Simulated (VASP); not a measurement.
Here is a VASP 6.6.1 calculation.

File INCAR:

```
  PREC = Accurate
  ENCUT = 600
  EDIFF = 1E-6
  ISMEAR = 0
  SIGMA = 0.1
  LREAL = False
  LASPH = True
  NELM = 120
  ALGO = Normal
  ISIF = 2
  LWAVE = False
  LCHARG = False
  GGA = PE
  NBANDS = 11
  GGA_COMPAT = False
```

The input KPOINTS:

```
regular mesh
0
Gamma
  8 8 8
```

POSCAR

```
BN
1.0
    0.0000000000      1.8050000000      1.8050000000
    1.8050000000      0.0000000000      1.8050000000
    1.8050000000      1.8050000000      0.0000000000
B N
1 1
Direct
    0.0000000000      0.0000000000      0.0000000000
    0.2500000000      0.2500000000      0.2500000000
```

Potentials or basis: VASP PAW PBE potentials, release 64 (B, N).

Launch:

```sh
$ cat potpaw_PBE.64/B/POTCAR potpaw_PBE.64/N/POTCAR > POTCAR
$ mpirun -np 1 vasp_std > vasp.out
```

(1) Estimate the pressure.

(2) What does it give for the band gap on the k mesh?

Results:

(1) 4.6 GPa.

(2) 4.46 eV, indirect (least direct gap 8.84 eV).
